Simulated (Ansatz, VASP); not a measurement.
One calculation of GaP, two programs

```xyz
2
Lattice="-0.0258 2.5805 2.5805 2.5805 -0.0258 2.5805 2.5547 2.5547 0.0000" Properties=species:S:1:pos:R:3 pbc="T T T"
Ga    0.0000    0.0000    0.0000
P     2.5547    2.5547    2.5805
```

Change from the starting cell: xy shear strain of -2 %.

Alike in both runs: task single point; functional PBE; k mesh 12 × 12 × 12; occupations fermi-dirac, width 0.05 eV; no spin polarisation.

|  | VASP | Ansatz |
| --- | --- | --- |
| version | VASP 6.6.1 | Ansatz 0.2.0 |
| potentials or method | VASP PAW PBE potentials, release 64 (Ga_d, P), cutoff 520 eV | all-electron LAPW, scalar-relativistic |

```tsv
	VASP	Ansatz	Ansatz less VASP
pressure (GPa)	0.0	0.0	-0.04
traceless stress, the component that is largest in VASP (GPa)	0.34	0.34	-0.002
```

Ansatz ran all-electron here, and VASP with PAW potentials.
